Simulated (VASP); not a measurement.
A run of VASP 6.6.1 is set up as follows.

Contents of INCAR:

```
SYSTEM = Sb
  ALGO = Normal
  EDIFF = 1E-6
  ENCUT = 520
  GGA = PS
  ISIF = 2
  ISMEAR = 0
  LASPH = .True.
  LCHARG = .False.
  LREAL = .False.
  LWAVE = .False.
  NBANDS = 12
  NELM = 100
  PREC = Accurate
  SIGMA = 0.15
```

KPOINTS

```
k-points
0
Gamma
  12 12 6
  0 0 0
```

Contents of POSCAR:

```
Sb
1.0
    3.2453310065      0.0000315526     -0.0032979232
   -1.6226381780      2.8109162598     -0.0003081499
   -0.0054272785     -0.0037190028      6.0964714297
Sb
2
Direct
   -0.0000144814      0.4999939668      0.2499979354
    1.0000144814      0.5000060332      0.7500020646
```

Potentials or basis: VASP PAW PBE potentials, release 64 (Sb).

Command:

```console
$ cat potpaw_PBE.64/Sb/POTCAR > POTCAR
$ mpirun -np 1 vasp_std > vasp.out
```

Problem. Estimate the band gap on the k mesh.

Solution. Zero (band 5 reaches 13.39 eV, above the bottom of band 6 at 4.71 eV).

Problem. Predict the pressure.

Solution. 0.1 GPa.

Stress tensor (GPa, compression positive):
```
0.05 0.00 0.01
0.00 0.04 0.00
0.01 0.00 0.13
```

Caveat: the cell differs from its parent crystal (atom 1 moved 0.75 Å, then relaxed in part); the PAW data sets were made with another functional, which shifts forces and pressure a little; spin-orbit coupling is left out, which moves the levels of the heavy elements.
